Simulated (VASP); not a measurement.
# Al16O22F (a cell with a defect) in VASP: a series of runs, part 2 of 2

VASP 6.6.1. The steps go on from the part before.

### 3 Single point, PBE

File INCAR:

```
ALGO     = Normal         # electronic algorithm
EDIFF    = 1E-6           # SCF threshold, eV
ENCUT    = 520            # plane-wave cutoff, eV
GGA      = PE             # functional
ISIF     = 2              # what is computed and relaxed
ISMEAR   = -1             # smearing method
LASPH    = T              # aspherical terms in the spheres
LCHARG   = T              # write CHGCAR
LELF     = T              # ELF
LREAL    = Auto         
LVHAR    = T            
LWAVE    = F              # write WAVECAR
NBANDS   = 118            # bands
NELECT   = 188.0        
NELM     = 60             # most SCF steps
PREC     = Accurate       # precision mode
SIGMA    = 0.02           # smearing width, eV
```

File KPOINTS:

```
k-points
0
Gamma
  2 2 2
```

File POSCAR:

```
Al16O22F
1.0
   -4.7540000000     -2.7447230000      4.3300000000
    4.7540000000     -2.7447230000      4.3300000000
    0.0000000000      5.4894460000      4.3300000000
Al O F
16 22 1
Direct
    0.3461766946      0.3547339096      0.3583240378
    0.1454029979      0.1556305957      0.1436904249
    0.6421356325      0.6384164486      0.6568553092
    0.8602131503      0.8559590484      0.8566797644
    0.8477888569      0.8575538968      0.3560403871
    0.6562833994      0.6426458310      0.1642599151
    0.1368363110      0.1026215444      0.6605525372
    0.3477004790      0.3540269410      0.8423446354
    0.8528459949      0.3469063651      0.8523938293
    0.6460876305      0.1441031963      0.6506678337
    0.1427334679      0.6472860552      0.1485772436
    0.3466875714      0.8680218162      0.3159469634
    0.3917701027      0.8284510030      0.8546989867
    0.1331236903      0.6536186419      0.6469978526
    0.6466444261      0.1530148510      0.1496705150
    0.8540806777      0.3484662478      0.3575064232
    0.6014549594      0.3850740171      0.7567788757
    0.7494436039      0.5930428887      0.4067520755
    0.4009300008      0.6009447252      0.2467257358
    0.2538043063      0.4184509197      0.5964870373
    0.5943736977      0.2537319224      0.4054456501
    0.2427003867      0.1028684557      0.3979623354
    0.9078321633      0.2487088987      0.5984372290
    0.9031182661      0.1003029527      0.2509993355
    0.7596446205      0.9101496689      0.6005170269
    0.0824280509      0.7472124430      0.3965770581
    0.0948029068      0.4043214176      0.2496772922
    0.2370487192      0.5954109405      0.9057304097
    0.9079537340      0.7534802380      0.1034512474
    0.8961511189      0.5937325240      0.7535754795
    0.7522975512      0.4028248966      0.0996237416
    0.0968025138      0.2478874948      0.9006545641
    0.5966130285      0.9130610723      0.2671457606
    0.7550170355      0.0990713056      0.9097296728
    0.4014345562      0.2522174758      0.0947435800
    0.3987006710      0.0910519541      0.7468111162
    0.2478829302      0.9084088032      0.0841209687
    0.6179856427      0.7740912380      0.9488836273
    0.3410438717      0.7920615410      0.5515918159
```

Potentials or basis: VASP PAW PBE potentials, release 64 (Al, O, F).

Started as:

```
> cat potpaw_PBE.64/Al/POTCAR potpaw_PBE.64/O/POTCAR potpaw_PBE.64/F/POTCAR > POTCAR
> mpirun -np 1 vasp_std > vasp.out
```

OUTCAR:

```text
EDIFF = 1E-6
   ENCUT = 520
   GGA = PE
   ISIF = 2
   ISMEAR = -1
   LASPH = T
   LREAL = Auto
   NELECT = 188.0
   NELM = 60
   PREC = Accurate

 ion  position               nearest neighbor table
   1  0.346  0.355  0.358-  20 1.82  21 1.87  19 1.89  22 1.95  27 1.96  35 2.03   2 2.66  11 2.79
                            15 2.82   7 3.01  14 3.22   6 3.22  10 3.24
   2  0.145  0.156  0.144-  32 1.82  24 1.86  37 1.88  27 1.94  22 1.95  35 1.96  12 2.63   1 2.66
[... 1180 lines left out ...]
  Total       45.8966356     38.7159310     50.8845846     -7.5177369      6.2260333     -9.5073797
  in kB      216.9174989    182.9799246    240.4916321    -35.5304625     29.4255896    -44.9339477
  external PRESSURE =     213.4630186 kB  Pullay stress =       0.0000000 kB

 VOLUME and BASIS-vectors are now :
 -----------------------------------------------------------------------------
  energy-cutoff  :      520.00
  volume of cell :      339.00
      direct lattice vectors                 reciprocal lattice vectors
    -4.754000000 -2.744723000  4.330000000    -0.105174590 -0.060722582  0.076982294
     4.754000000 -2.744723000  4.330000000     0.105174590 -0.060722582  0.076982294
     0.000000000  5.489446000  4.330000000     0.000000000  0.121445163  0.076982294

 POSITION                                       TOTAL-FORCE (eV/Angst)
 -----------------------------------------------------------------------------------
      0.04068      0.04319      4.58649         0.000056      0.002825      0.011207
      0.04862     -0.03747      1.92566         0.006102     -0.010489     -0.015284
     -0.01768      0.09101      8.38897         0.009195     -0.011667     -0.001927
     -0.02022     -0.00772     11.14045        -0.004899     -0.011150     -0.010122
      0.04642     -2.72623      8.92579         0.012688      0.014343     -0.005264
     -0.06483     -2.66351      6.33561        -0.009754      0.030355      0.001173
[... 31 lines left out ...]
      0.74213      1.38798     10.13636         0.012192     -0.026464     -0.013399
      2.14414     -0.08213      7.29474        -0.017961      0.070925      0.055147
 -----------------------------------------------------------------------------------
    total drift:                                0.002864     -0.001203     -0.003477

  FREE ENERGIE OF THE ION-ELECTRON SYSTEM (eV)
  ---------------------------------------------------
  free  energy   TOTEN  =      -267.4348946022 eV

  energy  without entropy=     -267.4348946021  energy(sigma->0) =     -267.43489460
```

It took 9.9 min on 1 thread of Intel Xeon Platinum 8259CL at 2.50GHz (Skylake/Cascade Lake), shared host; peak memory 0.49 GiB.

What came out:

```yaml
Free_energy: -267.4349 eV
Largest_force: 0.092 eV/Å
```

Forces in eV/Å, atoms in the order of the input:
```
Al   0.000  0.003  0.011
Al   0.006 -0.010 -0.015
Al   0.009 -0.012 -0.002
Al  -0.005 -0.011 -0.010
Al   0.013  0.014 -0.005
Al  -0.010  0.030  0.001
Al   0.001  0.001  0.007
Al  -0.006  0.004  0.002
Al   0.000  0.000  0.017
Al   0.001  0.001 -0.015
Al  -0.003  0.000 -0.019
Al  -0.003 -0.045 -0.013
Al   0.018 -0.024 -0.015
Al   0.000  0.018 -0.008
Al  -0.001  0.002 -0.012
Al   0.005  0.001  0.009
O    0.000  0.007  0.000
O   -0.001  0.006  0.009
O   -0.010  0.005 -0.007
O   -0.004 -0.012 -0.009
O    0.012  0.005 -0.001
O    0.003  0.006  0.007
O    0.002  0.002 -0.001
O   -0.005  0.001  0.003
O   -0.011 -0.006 -0.001
O   -0.007 -0.007  0.018
O    0.008 -0.009  0.008
O   -0.004  0.003  0.005
O   -0.010 -0.004  0.014
O    0.004  0.000 -0.002
O    0.000 -0.001  0.006
O   -0.001  0.005 -0.004
O    0.010  0.011 -0.001
O   -0.006 -0.005  0.000
O    0.001 -0.002  0.006
O   -0.002  0.003 -0.004
O    0.002 -0.025 -0.021
O    0.012 -0.026 -0.013
F   -0.018  0.071  0.055
```

Caveat: the k points lie up to 0.45 Å⁻¹ apart; the cell carries a net charge on a neutralising background, which shifts energy and pressure; the cell is charged against a uniform background, so pressure and absolute levels hang on convention.

### 4 Single point, PBE

File INCAR:

```
SYSTEM = Al16O22F
ALGO = Normal
EDIFF = 1E-6
ENCUT = 520
GGA = PE
ISIF = 2
ISMEAR = -1
LASPH = .True.
LCHARG = .True.
LELF = .True.
LREAL = Auto
LVHAR = .True.
LWAVE = .False.
NBANDS = 118
NELECT = 188.0
NELM = 80
PREC = Accurate
SIGMA = 0.02
```

File KPOINTS:

```
k-points
0
Gamma
  2 2 2
  0 0 0
```

File POSCAR:

```
Al16O22F
1.0
   -4.7540000000     -2.7447230000      4.3300000000
    4.7540000000     -2.7447230000      4.3300000000
    0.0000000000      5.4894460000      4.3300000000
Al O F
16 22 1
Direct
    0.3454066294      0.3544947657      0.3612307065
    0.1448597820      0.1566607916      0.1454371631
    0.6501106345      0.6471434490      0.6566500736
    0.8616283796      0.8612217746      0.8563655502
    0.8497624322      0.8560527141      0.3540670708
    0.6536178762      0.6443147631      0.1586239427
    0.1330528743      0.0863238040      0.6656094649
    0.3448799555      0.3512928710      0.8426135477
    0.8547406241      0.3490755000      0.8505032755
    0.6463096111      0.1475353158      0.6505451423
    0.1438055152      0.6435894866      0.1504447210
    0.3459942935      0.8669471753      0.3185779307
    0.3725641095      0.8424770249      0.8590925838
    0.1457479837      0.6622818499      0.6570295197
    0.6451863187      0.1547298610      0.1493535662
    0.8529076680      0.3493597083      0.3583044482
    0.5985193356      0.4016371311      0.7538901845
    0.7486268750      0.5951237198      0.4074611835
    0.4013333304      0.5975262206      0.2393640056
    0.2556731386      0.4233256417      0.5969896724
    0.5946022247      0.2532383206      0.4050261984
    0.2442272280      0.0981742200      0.4033766121
    0.9043687574      0.2471279075      0.5985539125
    0.9027185713      0.0994442759      0.2514533191
    0.7439599595      0.9039578560      0.5966470806
    0.0915801155      0.7533325345      0.4018617149
    0.0935331673      0.4028253423      0.2544128529
    0.2349629209      0.5832809689      0.9153741241
    0.9057343324      0.7517343324      0.1048756771
    0.9007234829      0.5959552877      0.7512085273
    0.7532613344      0.4035312124      0.0993231575
    0.0951511331      0.2441101150      0.9013549182
    0.5976701625      0.9110077729      0.2533153671
    0.7455895355      0.1030777560      0.9081544175
    0.3996772268      0.2501040253      0.0973192099
    0.4024380144      0.1010185781      0.7493819757
    0.2445738000      0.9089217175      0.0877162608
    0.6134198079      0.7614461016      0.9261211575
    0.4066681323      0.7547800381      0.5311839312
```

Started as:

```
> cat potpaw_PBE.64/Al/POTCAR potpaw_PBE.64/O/POTCAR potpaw_PBE.64/F/POTCAR > POTCAR
> mpirun -np 1 vasp_std > vasp.out
```

It took 10 min on 1 thread of Intel Xeon Platinum 8259CL at 2.50GHz (Skylake/Cascade Lake), shared host; peak memory 0.49 GiB.

The run converged. Its results:

| Property | Result |
| --- | --- |
| Free energy | -268.1061 eV |
| Largest force | 1.881 eV/Å |

Forces on the atoms (eV/Å):
```
Al   0.036  0.080  0.041
Al   0.059  0.033  0.016
Al   0.062 -0.148  0.251
Al   0.079 -0.068  0.103
Al  -0.032 -0.024 -0.017
Al   0.108 -0.094 -0.101
Al  -0.183  0.306 -0.214
Al   0.019  0.074 -0.075
Al   0.025 -0.064  0.055
Al   0.074 -0.012  0.046
Al  -0.057  0.072 -0.022
Al   0.064  0.046 -0.007
Al   0.595  0.134 -0.027
Al  -0.039  0.005  0.487
Al   0.068 -0.005 -0.008
Al   0.063  0.027  0.012
O    0.357 -0.169  0.163
O    0.068  0.017  0.035
O   -0.052 -0.097 -0.158
O    0.066 -0.070  0.094
O    0.027  0.011 -0.010
O   -0.078  0.153  0.045
O    0.046  0.064 -0.075
O    0.015  0.039 -0.006
O    0.195  0.140 -0.392
O   -0.039 -0.038  0.330
O    0.018  0.129  0.044
O   -0.139  0.344 -0.055
O    0.033  0.073 -0.034
O   -0.021 -0.103  0.073
O    0.019 -0.011  0.022
O   -0.014  0.093 -0.074
O   -0.023 -0.242 -0.229
O    0.254  0.037 -0.106
O    0.019  0.103 -0.012
O    0.116 -0.068  0.248
O    0.086  0.098  0.006
O   -0.117 -0.272 -0.624
F   -1.776 -0.593  0.178
```

Levels at points of the mesh, in eV from the Fermi level:
```tsv
k point	band 91	band 92	band 93	band 94	band 95	band 96	band 97	band 98
(0.00, 0.00, 0.00)	-5.99	-5.87	-4.52	-0.45	0.39	1.40	1.49	1.77
(0.50, 0.00, 0.00)	-6.10	-5.98	-4.25	-0.77	1.04	1.45	1.59	2.20
(0.00, 0.50, 0.00)	-6.10	-5.92	-4.14	-0.50	0.70	0.95	1.41	2.49
(0.00, 0.00, 0.50)	-6.12	-5.95	-4.25	-0.39	0.72	0.85	1.51	2.61
(0.50, 0.50, 0.00)	-6.09	-5.99	-4.16	-0.62	0.94	1.17	1.54	2.72
(0.50, 0.00, 0.50)	-6.14	-5.90	-4.20	-0.66	0.93	1.35	1.48	2.60
(0.00, 0.50, 0.50)	-6.14	-5.89	-4.12	-0.48	0.90	1.09	1.14	2.65
(0.50, 0.50, 0.50)	-6.12	-5.91	-4.15	-0.58	0.89	1.25	1.40	2.94
```

Caveat: the k points lie up to 0.45 Å⁻¹ apart; the cell carries a net charge on a neutralising background, which shifts energy and pressure; the cell is charged against a uniform background, so pressure and absolute levels hang on convention.
